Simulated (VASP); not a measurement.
# IrPt2 (P4/nmm) in VASP: single point with r2SCAN

Aim: the single point of IrPt2 with r2SCAN.

Program: VASP 6.6.1. These are calculated values, not measurements. Logs are shortened: lines on timing, memory, paths and dates and some standing lists are left out, and cuts for length are marked.

### Step 1. The cell of the first run

The structure is tetragonal, space group P4/nmm (No. 129). Conventional cell: a = 2.770 Å, b = 2.770 Å, c = 11.936 Å, α = 90.00°, β = 90.00°, γ = 90.00°. Ir (site symmetry 4mm) has 8 Ir at 2.68 to 2.77 Å and 4 Pt at 2.78 Å within 3.5 Å. Within 3.7 Å of Pt (site symmetry 4mm) lie 12 Pt at 2.77 to 2.84 Å. Pt (site symmetry 4mm) has 13 Pt at 2.77 to 4.10 Å and 5 Ir at 2.78 to 3.80 Å within 4.2 Å.

### Step 2. Single point, r2SCAN

Contents of POSCAR:

```
IrPt2
1.0
    2.7698861523      0.0000000000      0.0000000000
    0.0000000000      2.7698861523      0.0000000000
    0.0000000000      0.0000000000     11.9363001852
Ir Pt
2 4
Direct
    0.0000000000      0.5000000000      0.9233221129
    0.5000000000      0.0000000000      0.0766778871
    0.0000000000      0.5000000000      0.5856956118
    0.5000000000      0.0000000000      0.4143043882
    0.0000000000      0.5000000000      0.2419348966
    0.5000000000      0.0000000000      0.7580651034
```

Contents of INCAR.step1:

```
  PREC = Accurate
  ENCUT = 520
  ISMEAR = 0
  SIGMA = 0.1
  LREAL = False
  LASPH = True
  NELM = 100
  NBANDS = 38
  GGA = PE
  ALGO = Normal
  EDIFF = 1E-4
  LWAVE = True
  LCHARG = False
```

Contents of INCAR.step2:

```
  PREC = Accurate
  ENCUT = 520
  EDIFF = 1E-6
  ISMEAR = 0
  SIGMA = 0.1
  LREAL = False
  LASPH = True
  NELM = 100
  ALGO = Normal
  ISIF = 2
  LWAVE = False
  LCHARG = False
  METAGGA = R2SCAN
  LMIXTAU = True
  NBANDS = 38
  ISTART = 1
```

Contents of KPOINTS:

```
regular mesh
0
Gamma
  12 12 4
```

Potentials or basis: VASP PAW PBE potentials, release 64 (Ir, Pt).

On the command line:

```console
$ cat potpaw_PBE.64/Ir/POTCAR potpaw_PBE.64/Pt/POTCAR > POTCAR
$ cp INCAR.step1 INCAR
$ mpirun -np 1 vasp_std > vasp.out
$ cp INCAR.step2 INCAR
$ mpirun -np 1 vasp_std > vasp.out
```

OUTCAR:

```text
PREC = Accurate
   ENCUT = 520
   EDIFF = 1E-6
   ISMEAR = 0
   LREAL = False
   LASPH = True
   NELM = 100
   ISIF = 2
   METAGGA = R2SCAN
   ISTART = 1

 ion  position               nearest neighbor table
   1  0.000  0.500  0.923-   2 2.68   2 2.68   2 2.68   2 2.68   6 2.78   6 2.78   6 2.78   6 2.78

   2  0.500  0.000  0.077-   1 2.68   1 2.68   1 2.68   1 2.68   5 2.78   5 2.78   5 2.78   5 2.78

   3  0.000  0.500  0.586-   4 2.83   4 2.83   4 2.83   4 2.83   6 2.84   6 2.84   6 2.84   6 2.84

   4  0.500  0.000  0.414-   3 2.83   3 2.83   3 2.83   3 2.83   5 2.84   5 2.84   5 2.84   5 2.84

   5  0.000  0.500  0.242-   2 2.78   2 2.78   2 2.78   2 2.78   4 2.84   4 2.84   4 2.84   4 2.84

   6  0.500  0.000  0.758-   1 2.78   1 2.78   1 2.78   1 2.78   3 2.84   3 2.84   3 2.84   3 2.84

  LATTYP: Found a simple tetragonal cell.
 ALAT       =     2.7698861523
 C/A-ratio  =     4.3093107546

  Lattice vectors:

 A1 = (   2.7698861523,   0.0000000000,   0.0000000000)
 A2 = (   0.0000000000,   2.7698861523,   0.0000000000)
 A3 = (   0.0000000000,   0.0000000000,  11.9363001852)

Analysis of symmetry for initial positions (statically):
=====================================================================
 Subroutine PRICEL returns:
 Original cell was already a primitive cell.

 Routine SETGRP: Setting up the symmetry group for a
 simple tetragonal supercell.

 Subroutine GETGRP returns: Found 16 space group operations
 (whereof  8 operations were pure point group operations)
 out of a pool of 16 trial point group operations.

The static configuration has the point symmetry D_2d.
 The point group associated with its full space group is D_4h.

Analysis of symmetry for dynamics (positions and initial velocities):
=====================================================================
 Subroutine PRICEL returns:
 Original cell was already a primitive cell.

 Routine SETGRP: Setting up the symmetry group for a
 simple tetragonal supercell.

 Subroutine GETGRP returns: Found 16 space group operations
 (whereof  8 operations were pure point group operations)
 out of a pool of 16 trial point group operations.

The dynamic configuration has the point symmetry D_2d.
 The point group associated with its full space group is D_4h.

 Subroutine INISYM returns: Found 16 space group operations
 (whereof  8 operations are pure point group operations),
 and found     1 'primitive' translations
[... 98 lines left out ...]
   LNONCOLLINEAR =      F non collinear calculations
   LSORBIT =      F    spin-orbit coupling
   LASPH  =      T    aspherical Exc in radial PAW
   ENCUT  =  520.0 eV  38.22 Ry    6.18 a.u.   5.15  5.15 22.19*2*pi/ulx,y,z
   NELM   =    100;   NELMIN=  2; NELMDL=  0     # of ELM steps
   EDIFF  = 0.1E-05   stopping-criterion for ELM
   LREAL  =      F    real-space projection
   EDIFFG = 0.1E-04   stopping-criterion for IOM
   NSW    =      0    number of steps for IOM
   IBRION =     -1    ionic relax: 0-MD 1-quasi-New 2-CG
   NFREE  =      0    steps in history (QN), initial steepest desc. (CG)
   ISIF   =      2    stress and relaxation
   ISYM   =      2    0-nonsym 1-usesym 2-fastsym
   POTIM  = 0.5000    time-step for ionic-motion
   TEBEG  =    0.0;   TEEND  =   0.0 temperature during run
   PSTRESS=    0.0 pullay stress
   NELECT =      58.0000    total number of electrons
   NUPDOWN=      -1.0000    fix difference up-down
   EMIN   =  10.00;   EMAX   =-10.00  energy-range for DOS
   EFERMI =   0.00;   METHOD = LEGACY
   ISMEAR =     0;   SIGMA  =   0.10  broadening in eV -4-tet -1-fermi 0-gaus
   EFERMI_NEDOS =   21; number of points for ismear=-14 and -15
   IALGO  =     38    algorithm
   IMIX   =      4    mixing-type and parameters
     AMIX     =   0.40;   BMIX     =  1.00
     AMIX_MAG =   1.60;   BMIX_MAG =  1.00
  volume/ion in A,a.u.               =      15.26       103.00
  Fermi-wavevector in a.u.,A,eV,Ry     =   1.405895  2.656757 26.892480  1.976542
  Thomas-Fermi vector in A             =   2.528310
   LORBIT       =      0    0 simple, 1 ext, 2 COOP (PROOUT), +10 PAW based schemes
   METAGGA = R2SCAN    functional components
   LHFCALC =     F    Hartree Fock is set to
   AEXX    =    0.0000 exact exchange contribution
   IVDW    =     0    specifies the selected vdW correction
   LEPSILON=     F    determine dielectric tensor
   LRPA    =     F    only Hartree local field effects (RPA)
 non-spin polarized calculation
 Gauss-broadening in eV      SIGMA  =   0.10
  energy-cutoff  :      520.00
  volume of cell :       91.58
 maximum number of plane-waves:      2488
 NGX is ok and might be reduce to    24
   NGX = 11   NGY = 11   NGZ = 45

 number of electron      57.9999998 magnetization

 Free energy of the ion-electron system (eV)
  ---------------------------------------------------
  ext. energy  EPLUGINS =         0.00000000
  ---------------------------------------------------
  free energy    TOTEN  =      -310.67535616 eV

  energy without entropy =     -310.63594993  energy(sigma->0) =     -310.65565305

 E-fermi :  10.1855     XC(G=0): -14.6260

 val. band max:       10.1834489188   @ k =   0.1667   0.0833   0.5000
 cond. band min:      10.1855910459   @ k =   0.4167   0.0833   0.5000
 fundamental gap:      0.0021421272
 Fermi energy:        10.1854646540

 k-point     1 :       0.0000    0.0000    0.0000
  band No.  band energies     occupation
      1      -0.4547      2.00000
      2       1.1664      2.00000
      3       1.1864      2.00000
      4       2.6792      2.00000
      5       3.1694      2.00000
      6       3.1955      2.00000
[... 973 lines left out ...]
     37      17.3913      0.00000
     38      17.4138      0.00000

 [... further k-points ...]
[... 5 lines left out ...]
  --------------------------------------------------------------------------------------
  -------------------------------------------------------------------------------------
  Total       -3.0140144     -3.0140144     -2.8474862      0.0000000      0.0000000      0.0000000
  in kB      -52.7305542    -52.7305542    -49.8171227      0.0000000      0.0000000      0.0000000
  external PRESSURE =     -51.7594103 kB  Pullay stress =       0.0000000 kB

 VOLUME and BASIS-vectors are now :
 -----------------------------------------------------------------------------
  energy-cutoff  :      520.00
  volume of cell :       91.58
      direct lattice vectors                 reciprocal lattice vectors
     2.769886152  0.000000000  0.000000000     0.361025669  0.000000000  0.000000000
     0.000000000  2.769886152  0.000000000     0.000000000  0.361025669  0.000000000
     0.000000000  0.000000000 11.936300185     0.000000000  0.000000000  0.083778054

 POSITION                                       TOTAL-FORCE (eV/Angst)
 -----------------------------------------------------------------------------------
      0.00000      1.38494     11.02105         0.000000      0.000000      0.012205
      1.38494      0.00000      0.91525         0.000000      0.000000     -0.012205
      0.00000      1.38494      6.99104         0.000000     -0.000000      0.012525
      1.38494      0.00000      4.94526        -0.000000      0.000000     -0.012525
      0.00000      1.38494      2.88781         0.000000      0.000000     -0.016985
      1.38494      0.00000      9.04849        -0.000000      0.000000      0.016985
 -----------------------------------------------------------------------------------
    total drift:                                0.000000      0.000000      0.000000

  FREE ENERGIE OF THE ION-ELECTRON SYSTEM (eV)
  ---------------------------------------------------
  free  energy   TOTEN  =      -310.6753561640 eV

  energy  without entropy=     -310.6359499271  energy(sigma->0) =     -310.65565305
```

OUTCAR.step1:

```text
PREC = Accurate
   ENCUT = 520
   ISMEAR = 0
   LREAL = False
   LASPH = True
[... 1228 lines left out ...]
      0.00000      1.38494      6.99104        -0.000000      0.000000      0.004289
      1.38494      0.00000      4.94526         0.000000     -0.000000     -0.004289
      0.00000      1.38494      2.88781        -0.000000      0.000000      0.021371
      1.38494      0.00000      9.04849         0.000000     -0.000000     -0.021371
 -----------------------------------------------------------------------------------
    total drift:                                0.000000      0.000000      0.000000

  FREE ENERGIE OF THE ION-ELECTRON SYSTEM (eV)
  ---------------------------------------------------
  free  energy   TOTEN  =       -42.0615823224 eV

  energy  without entropy=      -42.0197932658  energy(sigma->0) =      -42.04068779
```

Wall time 6.5 min (1 thread of Intel Xeon 6975P-C (Granite Rapids), shared host); peak memory 0.4 GiB.

Results:

- Free energy: -310.6754 eV
- Pressure: -5.2 GPa
- Largest force: 0.017 eV/Å
- Band gap on the k mesh: zero (bands 29 and 30 overlap by 2.20 eV)

Forces in eV/Å, atoms in the order of the input:
```
Ir   0.000  0.000  0.012
Ir   0.000  0.000 -0.012
Pt   0.000  0.000  0.013
Pt   0.000  0.000 -0.013
Pt   0.000  0.000 -0.017
Pt   0.000  0.000  0.017
```

Levels at points of the mesh, in eV from the Fermi level:
```csv
k point,band 28,band 29,band 30,band 31,band 32,band 33
"(0.00, 0.00, 0.00)",-1.04,-0.66,-0.66,-0.49,-0.25,0.46
"(0.50, 0.00, 0.00)",-0.43,0.33,0.33,1.22,1.22,1.58
"(0.50, 0.50, 0.00)",0.77,1.29,1.29,2.00,2.00,6.21
"(0.00, 0.00, 0.50)",-0.74,-0.17,-0.03,-0.03,0.05,0.29
"(0.50, 0.00, 0.50)",-0.34,0.24,0.24,0.42,0.42,1.91
"(0.50, 0.50, 0.50)",0.77,1.29,1.29,3.60,3.60,4.21
```

Caveat: the cell stands under tension; the PAW data sets were made with another functional, which shifts forces and pressure a little; spin-orbit coupling is left out, which moves the levels of the heavy elements.
